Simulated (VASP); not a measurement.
YV: relaxation of cell and atoms with PBE

The system is YV.

```xyz
2
Lattice="3.6152 0.0000 0.0000 0.0000 3.6152 0.0000 0.0000 0.0000 3.6164" Properties=species:S:1:pos:R:3 pbc="T T T"
V     0.0000    0.0000    0.0000
Y     1.8076    1.8076    1.8082
```

- Program: VASP 6.6.1
- Task: relaxation of cell and atoms
- Functional: PBE
- Potentials or basis: VASP PAW PBE potentials, release 64 (V_sv, Y_sv)
- Cutoff: 600 eV
- k mesh: 14 × 14 × 10
- Occupations: gaussian, width 0.1 eV
- Spin: no spin polarisation
- Dipole correction: no
- Further INCAR settings: ALGO = Fast; EDIFF = 1e-07; IBRION = 2; EDIFFG = -0.01; NSW = 80; ISIF = 3

```json
{
 "Relaxed volume": "21.56 Å³/atom",
 "Relaxed cell": "a = 3.504 Å, b = 3.504 Å, c = 3.513 Å, α = 90.00°, β = 90.00°, γ = 90.00°",
 "Space group after relaxing (to 0.1 Å)": "Pm-3m (No. 221)",
 "Energy gained by relaxing": "37.3 meV/atom",
 "Ionic steps": "8",
 "Pressure after relaxing": "0.0 GPa",
 "Band gap on the k mesh": "zero (bands 12 and 13 overlap by 0.85 eV)"
}
```

Stress tensor (GPa, compression positive):
```
-0.04  0.00  0.00
 0.00 -0.04  0.00
 0.00  0.00  0.04
```

The path:
```csv
step,energy change (eV),largest force (eV/Å),pressure (GPa),volume (Å³)
1,0.0000,0.0000,-5.35,47.27
2,-0.0690,0.0000,1.76,42.07
3,-0.0746,0.0000,0.03,43.10
4,-0.0746,0.0000,-0.09,43.18
5,-0.0746,0.0000,-0.11,43.18
6,-0.0746,0.0000,-0.10,43.18
7,-0.0746,0.0000,-0.06,43.16
8,-0.0746,0.0000,-0.01,43.13
```

Final structure:
```
V Y
1.0
     3.50403    0.00000    0.00000
     0.00000    3.50403    0.00000
     0.00000    0.00000    3.51272
V Y
1 1
Direct
  0.00000 0.00000 0.00000
  0.50000 0.50000 0.50000
```

Levels at points of the mesh, in eV from the Fermi level:
| k point | band 9 | band 10 | band 11 | band 12 | band 13 | band 14 | band 15 | band 16 |
| --- | --- | --- | --- | --- | --- | --- | --- | --- |
| (0.00, 0.00, 0.00) | -5.35 | -1.94 | -1.94 | 0.57 | 0.57 | 0.58 | 2.95 | 2.97 |
| (0.50, 0.00, 0.00) | -2.33 | -2.00 | -0.51 | 0.47 | 0.47 | 0.92 | 0.95 | 1.88 |
| (0.50, 0.50, 0.00) | -2.69 | -1.94 | -0.46 | -0.46 | 1.49 | 1.53 | 1.53 | 1.77 |
| (0.00, 0.00, 0.50) | -2.34 | -2.01 | -0.51 | 0.48 | 0.48 | 0.91 | 0.96 | 1.86 |
| (0.50, 0.00, 0.50) | -2.69 | -1.94 | -0.44 | -0.44 | 1.49 | 1.51 | 1.52 | 1.75 |
| (0.50, 0.50, 0.50) | -0.71 | -0.70 | -0.70 | -0.28 | -0.27 | -0.27 | 1.53 | 1.53 |

It took 13 min on 1 thread of AMD EPYC 9R45 96-Core Processor (Zen 5), on a shared host, peak memory 0.37 GiB.
